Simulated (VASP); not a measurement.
# SrTiO3 (Pmm2) in VASP: further runs, part 2 of 2

VASP 6.6.1.

## Step 5: Single point, PBE (atoms displaced along a vibrational mode, the cell strained)

File INCAR:

```
SYSTEM = SrTiO3
PREC = Accurate
ENCUT = 520
EDIFF = 1E-7
ISMEAR = 0
SIGMA = 0.05
LREAL = .FALSE.
LASPH = .TRUE.
NELM = 80
ALGO = Normal
ISIF = 2
LWAVE = .FALSE.
LCHARG = .FALSE.
GGA = PE
NBANDS = 28
```

File KPOINTS:

```
Automatic mesh
0
G
  8 8 8
  0 0 0
```

File POSCAR:

```
SrTiO3
1.0
    4.0283245985      0.0000000000      0.0000000000
    0.0000000000      4.0283245985      0.0000000000
    0.0000000000      0.0000000000      3.7525791173
Sr Ti O
1 1 3
Direct
    0.0013670509      0.0000000000      0.0000000000
    0.5064538458      0.5000000000      0.5000000000
   -0.0097550828      0.5000000000      0.5000000000
    0.4914796030      0.0000000000      0.5000000000
    0.4914796030      0.5000000000      0.0000000000
```

Potentials or basis: VASP PAW PBE potentials, release 64 (Sr_sv, Ti_sv, O).

On the command line:

```sh
cat potpaw_PBE.64/Sr_sv/POTCAR potpaw_PBE.64/Ti_sv/POTCAR potpaw_PBE.64/O/POTCAR > POTCAR
mpirun -np 1 vasp_std > vasp.out
```

OUTCAR:

```text
SYSTEM = SrTiO3
   PREC = Accurate
   ENCUT = 520
   EDIFF = 1E-7
   ISMEAR = 0
   LREAL = .FALSE.
   LASPH = .TRUE.
   NELM = 80
   ISIF = 2
   GGA = PE

 ion  position               nearest neighbor table
   1  0.001  0.000  0.000-   4 2.72   4 2.72   3 2.75   3 2.75   3 2.75   3 2.75   4 2.78   4 2.78
                             5 2.82   5 2.82   5 2.88   5 2.88   2 3.40   2 3.40   2 3.40   2 3.40
   2  0.506  0.500  0.500-   5 1.88   5 1.88   3 1.95   4 2.02   4 2.02   3 2.08   1 3.40   1 3.40
                             1 3.40   1 3.40   1 3.42   1 3.42   1 3.42   1 3.42
   3  0.990  0.500  0.500-   2 1.95   2 2.08   1 2.75   1 2.75   1 2.75   1 2.75
   4  0.491  0.000  0.500-   2 2.02   2 2.02   1 2.72   1 2.72   1 2.78   1 2.78
   5  0.491  0.500  0.000-   2 1.88   2 1.88   1 2.82   1 2.82   1 2.88   1 2.88

  LATTYP: Found a simple tetragonal cell.
 ALAT       =     4.0283245985
 C/A-ratio  =     0.9315483461

  Lattice vectors:

 A1 = (   4.0283245985,   0.0000000000,   0.0000000000)
 A2 = (   0.0000000000,   4.0283245985,   0.0000000000)
 A3 = (   0.0000000000,   0.0000000000,   3.7525791173)

Analysis of symmetry for initial positions (statically):
=====================================================================
 Subroutine PRICEL returns:
 Original cell was already a primitive cell.

 Routine SETGRP: Setting up the symmetry group for a
 simple tetragonal supercell.

 Subroutine GETGRP returns: Found  4 space group operations
 (whereof  4 operations were pure point group operations)
 out of a pool of 16 trial point group operations.

The static configuration has the point symmetry C_2v.

Analysis of symmetry for dynamics (positions and initial velocities):
=====================================================================
 Subroutine PRICEL returns:
 Original cell was already a primitive cell.

 Routine SETGRP: Setting up the symmetry group for a
 simple tetragonal supercell.

 Subroutine GETGRP returns: Found  4 space group operations
 (whereof  4 operations were pure point group operations)
 out of a pool of 16 trial point group operations.

The dynamic configuration has the point symmetry C_2v.

 Subroutine INISYM returns: Found  4 space group operations
 (whereof  4 operations are pure point group operations),
 and found     1 'primitive' translations

----------------------------------------------------------------------------------------

                                     Primitive cell

  volume of cell :      60.8946

  direct lattice vectors                    reciprocal lattice vectors
     4.028324599  0.000000000  0.000000000     0.248242160  0.000000000  0.000000000
     0.000000000  4.028324599  0.000000000     0.000000000  0.248242160  0.000000000
     0.000000000  0.000000000  3.752579117     0.000000000  0.000000000  0.266483389

  length of vectors
     4.028324599  4.028324599  3.752579117     0.248242160  0.248242160  0.266483389

  position of ions in fractional coordinates (direct lattice)
     0.001367051  0.000000000  0.000000000
     0.506453846  0.500000000  0.500000000
     0.990244917  0.500000000  0.500000000
     0.491479603  0.000000000  0.500000000
     0.491479603  0.500000000  0.000000000

  ion indices of the primitive-cell ions
   primitive index   ion index
                 1           1
[... 25 lines left out ...]

 Subroutine IBZKPT returns following result:
 ===========================================

 Found    125 irreducible k-points:

 Following reciprocal coordinates:
            Coordinates               Weight
  0.000000  0.000000  0.000000      1.000000
  0.125000  0.000000  0.000000      2.000000
  0.000000  0.125000  0.000000      2.000000
  0.250000  0.000000  0.000000      2.000000
  0.000000  0.250000  0.000000      2.000000
  0.375000  0.000000  0.000000      2.000000
[... 16 lines left out ...]
  0.500000  0.375000  0.000000      2.000000
 -0.375000  0.500000  0.000000      2.000000
 [... further k-points ...]
   k-points           NKPTS =    125   k-points in BZ     NKDIM =    125   number of bands    NBANDS=     28
   number of dos      NEDOS =    301   number of ions     NIONS =      5
   total plane-waves  NPLWV =  25200
   dimension x,y,z NGX =    30 NGY =   30 NGZ =   28
   dimension x,y,z NGXF=    60 NGYF=   60 NGZF=   56
   ions per type =               1   1   3
   NGX,Y,Z   is equivalent  to a cutoff of  12.38, 12.38, 12.40 a.u.
   NGXF,Y,Z  is equivalent  to a cutoff of  24.76, 24.76, 24.81 a.u.
 SYSTEM =  SrTiO3
   PREC   = accura    normal or accurate (medium, high low for compatibility)
   ISTART =      0    job   : 0-new  1-cont  2-samecut
   ICHARG =      2    charge: 1-file 2-atom 10-const
   ISPIN  =      1    spin polarized calculation?
   LNONCOLLINEAR =      F non collinear calculations
   LSORBIT =      F    spin-orbit coupling
   LASPH  =      T    aspherical Exc in radial PAW
   ENCUT  =  520.0 eV  38.22 Ry    6.18 a.u.   7.49  7.49  6.98*2*pi/ulx,y,z
   NELM   =     80;   NELMIN=  2; NELMDL= -5     # of ELM steps
   EDIFF  = 0.1E-06   stopping-criterion for ELM
   LREAL  =      F    real-space projection
   EDIFFG = 0.1E-05   stopping-criterion for IOM
   NSW    =      0    number of steps for IOM
   IBRION =     -1    ionic relax: 0-MD 1-quasi-New 2-CG
   NFREE  =      0    steps in history (QN), initial steepest desc. (CG)
   ISIF   =      2    stress and relaxation
   ISYM   =      2    0-nonsym 1-usesym 2-fastsym
   POTIM  = 0.5000    time-step for ionic-motion
   TEBEG  =    0.0;   TEEND  =   0.0 temperature during run
   PSTRESS=    0.0 pullay stress
   NELECT =      40.0000    total number of electrons
   NUPDOWN=      -1.0000    fix difference up-down
   EMIN   =  10.00;   EMAX   =-10.00  energy-range for DOS
   EFERMI =   0.00;   METHOD = LEGACY
   ISMEAR =     0;   SIGMA  =   0.05  broadening in eV -4-tet -1-fermi 0-gaus
   EFERMI_NEDOS =   21; number of points for ismear=-14 and -15
   IALGO  =     38    algorithm
   IMIX   =      4    mixing-type and parameters
     AMIX     =   0.40;   BMIX     =  1.00
     AMIX_MAG =   1.60;   BMIX_MAG =  1.00
  volume/ion in A,a.u.               =      12.18        82.19
  Fermi-wavevector in a.u.,A,eV,Ry     =   1.423099  2.689268 27.554681  2.025212
  Thomas-Fermi vector in A             =   2.543733
   LORBIT       =      0    0 simple, 1 ext, 2 COOP (PROOUT), +10 PAW based schemes
   GGA     = PE    functional components
   LHFCALC =     F    Hartree Fock is set to
   AEXX    =    0.0000 exact exchange contribution
   IVDW    =     0    specifies the selected vdW correction
   LEPSILON=     F    determine dielectric tensor
   LRPA    =     F    only Hartree local field effects (RPA)
 non-spin polarized calculation
 Gauss-broadening in eV      SIGMA  =   0.05
  energy-cutoff  :      520.00
  volume of cell :       60.89
 maximum number of plane-waves:      1660
 NGX is ok and might be reduce to    30
   NGX = 15   NGY = 15   NGZ = 13

 number of electron      39.9999988 magnetization

 Free energy of the ion-electron system (eV)
  ---------------------------------------------------
  ext. energy  EPLUGINS =         0.00000000
  ---------------------------------------------------
  free energy    TOTEN  =       -39.95823409 eV

  energy without entropy =      -39.95823409  energy(sigma->0) =      -39.95823409

 E-fermi :   4.3661     XC(G=0): -11.1490

 val. band max:        4.0084774743   @ k =   0.5000   0.5000   0.5000
 cond. band min:       5.8143337310   @ k =   0.0000   0.0000   0.0000
 fundamental gap:      1.8058562567
 Fermi energy:         4.3661003387

 k-point     1 :       0.0000    0.0000    0.0000
  band No.  band energies     occupation
      1     -52.5280      2.00000
      2     -28.8776      2.00000
      3     -28.8118      2.00000
      4     -28.7561      2.00000
      5     -28.7471      2.00000
      6     -13.4711      2.00000
[... 733 lines left out ...]
     27      11.7396      0.00000
     28      13.2690      0.00000

 [... further k-points ...]
[... 5 lines left out ...]
  --------------------------------------------------------------------------------------
  -------------------------------------------------------------------------------------
  Total       -1.1573828     -1.3743017      5.3376918      0.0000000      0.0000000      0.0000000
  in kB      -30.4515096    -36.1587908    140.4382159      0.0000000      0.0000000      0.0000000
  external PRESSURE =      24.6093052 kB  Pullay stress =       0.0000000 kB

 VOLUME and BASIS-vectors are now :
 -----------------------------------------------------------------------------
  energy-cutoff  :      520.00
  volume of cell :       60.89
      direct lattice vectors                 reciprocal lattice vectors
     4.028324599  0.000000000  0.000000000     0.248242160  0.000000000  0.000000000
     0.000000000  4.028324599  0.000000000     0.000000000  0.248242160  0.000000000
     0.000000000  0.000000000  3.752579117     0.000000000  0.000000000  0.266483389

 POSITION                                       TOTAL-FORCE (eV/Angst)
 -----------------------------------------------------------------------------------
      0.00551      0.00000      0.00000         0.041426      0.000000      0.000000
      2.04016      2.01416      1.87629         0.212466      0.000000      0.000000
      3.98903      2.01416      1.87629        -0.128903      0.000000      0.000000
      1.97984      0.00000      1.87629         0.020036      0.000000      0.000000
      1.97984      2.01416      0.00000        -0.145025      0.000000      0.000000
 -----------------------------------------------------------------------------------
    total drift:                                0.000237     -0.000000      0.000003

  FREE ENERGIE OF THE ION-ELECTRON SYSTEM (eV)
  ---------------------------------------------------
  free  energy   TOTEN  =       -39.9582340883 eV

  energy  without entropy=      -39.9582340883  energy(sigma->0) =      -39.95823409
```

Run time: 4.3 min. Hardware: 1 thread of Intel Xeon 8259CL, shared host; peak memory 0.33 GiB.

What came out:

```yaml
Free_energy: -39.9582 eV
Pressure: 2.5 GPa
Largest_force: 0.212 eV/Å
Band_gap_on_the_k_mesh: 1.81 eV (least direct gap 2.20 eV)
```

Forces on the atoms (eV/Å):
```
Sr   0.041  0.000  0.000
Ti   0.212  0.000  0.000
O   -0.129  0.000  0.000
O    0.020  0.000  0.000
O   -0.145  0.000  0.000
```

Stress tensor (GPa, compression positive):
```
-3.05  0.00  0.00
 0.00 -3.62  0.00
 0.00  0.00 14.04
```

Levels at points of the mesh, in eV from the valence-band top:
```csv
k point,band 16,band 17,band 18,band 19,band 20,band 21,band 22,band 23,band 24,band 25
"(0.00, 0.00, 0.00)",-1.23,-1.01,-0.45,-0.45,-0.39,1.81,1.86,1.95,3.93,4.37
"(0.50, 0.00, 0.00)",-2.18,-2.03,-1.94,-0.71,-0.70,1.99,3.48,3.51,4.24,6.29
"(0.00, 0.50, 0.00)",-2.14,-1.99,-1.93,-0.81,-0.75,2.08,3.46,3.47,4.27,6.24
"(0.50, 0.50, 0.00)",-2.45,-1.85,-1.84,-1.67,-0.28,3.47,3.51,3.87,5.61,7.54
"(0.00, 0.00, 0.50)",-2.82,-2.35,-1.97,-0.87,-0.84,2.02,3.94,4.12,4.13,6.48
"(0.50, 0.00, 0.50)",-2.78,-1.75,-1.44,-1.44,-0.14,3.49,4.13,4.34,4.85,7.73
"(0.00, 0.50, 0.50)",-2.74,-1.76,-1.48,-1.47,-0.12,3.47,4.13,4.34,4.83,7.72
"(0.50, 0.50, 0.50)",-3.78,-3.33,-0.14,-0.03,0.00,4.09,4.52,4.52,6.63,6.82
```

Caveat: the cell differs from its parent crystal (atoms displaced along a vibrational mode, the cell strained).

## Step 6: Single point, PBE (atoms displaced along a vibrational mode, the cell strained)

File INCAR:

```
ALGO = Normal ; EDIFF = 1E-6
ENCUT = 520 ; GGA = PE
ISIF = 2 ; ISMEAR = 0
LASPH = True ; LCHARG = False
LREAL = False ; LWAVE = False
NBANDS = 28 ; NELM = 100
PREC = Accurate ; SIGMA = 0.05
```

File KPOINTS:

```
k-points
0
Gamma
  8 8 8
```

File POSCAR:

```
SrTiO3
1.0
    3.8444942777      0.0000000000      0.0000000000
    0.0000000000      3.8444942777      0.0000000000
    0.0000000000      0.0000000000      4.1202397589
Sr Ti O
1 1 3
Direct
    0.0027341017      0.0000000000      0.0000000000
    0.5129076915      0.5000000000      0.5000000000
   -0.0195101656      0.5000000000      0.5000000000
    0.4829592060      0.0000000000      0.5000000000
    0.4829592060      0.5000000000      0.0000000000
```

Potentials or basis: VASP PAW PBE potentials, release 64 (Sr_sv, Ti_sv, O).

On the command line:

```sh
cat potpaw_PBE.64/Sr_sv/POTCAR potpaw_PBE.64/Ti_sv/POTCAR potpaw_PBE.64/O/POTCAR > POTCAR
mpirun -np 1 vasp_std > vasp.out
```

OUTCAR:

```text
EDIFF = 1E-6
   ENCUT = 520
   GGA = PE
   ISIF = 2
   ISMEAR = 0
   LASPH = True
   LREAL = False
   NELM = 100
   PREC = Accurate

 ion  position               nearest neighbor table
   1  0.003  0.000  0.000-   5 2.67   5 2.67   4 2.77   4 2.77   5 2.77   5 2.77   3 2.82   3 2.82
                             3 2.82   3 2.82   4 2.87   4 2.87   2 3.39   2 3.39   2 3.39   2 3.39
   2  0.513  0.500  0.500-   3 1.80   4 1.93   4 1.93   3 2.05   5 2.06   5 2.06   1 3.39   1 3.39
                             1 3.39   1 3.39   1 3.43   1 3.43   1 3.43   1 3.43
[... 953 lines left out ...]
  -------------------------------------------------------------------------------------
  Total        3.8902480      2.6101690     -2.5992080      0.0000000      0.0000000      0.0000000
  in kB      102.3497871     68.6717776    -68.3833993      0.0000000      0.0000000      0.0000000
  external PRESSURE =      34.2127218 kB  Pullay stress =       0.0000000 kB

 VOLUME and BASIS-vectors are now :
 -----------------------------------------------------------------------------
  energy-cutoff  :      520.00
  volume of cell :       60.90
      direct lattice vectors                 reciprocal lattice vectors
     3.844494278  0.000000000  0.000000000     0.260112235  0.000000000  0.000000000
     0.000000000  3.844494278  0.000000000     0.000000000  0.260112235  0.000000000
     0.000000000  0.000000000  4.120239759     0.000000000  0.000000000  0.242704323

 POSITION                                       TOTAL-FORCE (eV/Angst)
 -----------------------------------------------------------------------------------
      0.01051      0.00000      0.00000         0.037051      0.000000      0.000000
      1.97187      1.92225      2.06012        -0.674273      0.000000      0.000000
      3.76949      1.92225      2.06012         0.701940      0.000000      0.000000
      1.85673      0.00000      2.06012        -0.148214      0.000000      0.000000
      1.85673      1.92225      0.00000         0.083496      0.000000      0.000000
 -----------------------------------------------------------------------------------
    total drift:                                0.001013     -0.000000     -0.000002

  FREE ENERGIE OF THE ION-ELECTRON SYSTEM (eV)
  ---------------------------------------------------
  free  energy   TOTEN  =       -39.9490683571 eV

  energy  without entropy=      -39.9490683571  energy(sigma->0) =      -39.94906836
```

Wall time 4.8 min (1 thread of Intel Xeon 8259CL, shared host); peak memory 0.33 GiB.

Results:

```
Free energy            : -39.9491 eV
Pressure               : 3.4 GPa
Largest force          : 0.702 eV/Å
Band gap on the k mesh : 1.83 eV (least direct gap 2.35 eV)
```

Forces in eV/Å, atoms in the order of the input:
```
Sr   0.037  0.000  0.000
Ti  -0.674  0.000  0.000
O    0.702  0.000  0.000
O   -0.148  0.000  0.000
O    0.083  0.000  0.000
```

Levels at points of the mesh, in eV from the valence-band top:
```tsv
k point	band 18	band 19	band 20	band 21	band 22	band 23
(0.00, 0.00, 0.00)	-0.55	-0.54	-0.52	1.83	2.08	2.26
(0.50, 0.00, 0.00)	-1.98	-0.80	-0.73	2.02	4.00	4.05
(0.00, 0.50, 0.00)	-1.99	-0.99	-0.94	2.25	3.88	3.96
(0.50, 0.50, 0.00)	-1.33	-1.32	-0.05	3.91	4.01	4.44
(0.00, 0.00, 0.50)	-1.76	-1.00	-0.83	2.35	3.30	3.36
(0.50, 0.00, 0.50)	-1.70	-1.68	-0.34	3.32	4.06	4.14
(0.00, 0.50, 0.50)	-1.79	-1.74	-0.25	3.37	3.97	4.10
(0.50, 0.50, 0.50)	-0.17	-0.09	0.00	4.28	4.34	4.63
```

Caveat: the cell differs from its parent crystal (atoms displaced along a vibrational mode, the cell strained); the cell stands under pressure.

## Step 7: Summary

| cell | gap on the mesh (eV) | pressure (GPa) | largest force (eV/Å) |
| --- | --- | --- | --- |
| a = 3.799, b = 3.799, c = 4.212 Å, 5 atoms, atomic positions A | 1.78 | 5.4 | 0.96 |
| a = 4.028, b = 4.028, c = 3.753 Å, 5 atoms, atomic positions A | 1.89 | 3.1 | 0.24 |
| a = 3.844, b = 3.844, c = 4.120 Å, 5 atoms, atomic positions B | 1.72 | 2.5 | 0.22 |
| a = 4.028, b = 4.028, c = 3.753 Å, 5 atoms, atomic positions B | 1.81 | 2.5 | 0.21 |
| a = 3.844, b = 3.844, c = 4.120 Å, 5 atoms, atomic positions A | 1.83 | 3.4 | 0.70 |

Alike in all rows: task single point; level PBE; potentials or basis VASP PAW PBE potentials, release 64 (Sr_sv, Ti_sv, O); no spin polarisation; k mesh 8 × 8 × 8; cutoff (eV) 520; smearing gaussian 0.05 eV.

Caveats: the cell stands under pressure (at least some runs).

Total energies depend on the potentials used, so only differences within one code and one set of settings carry meaning.
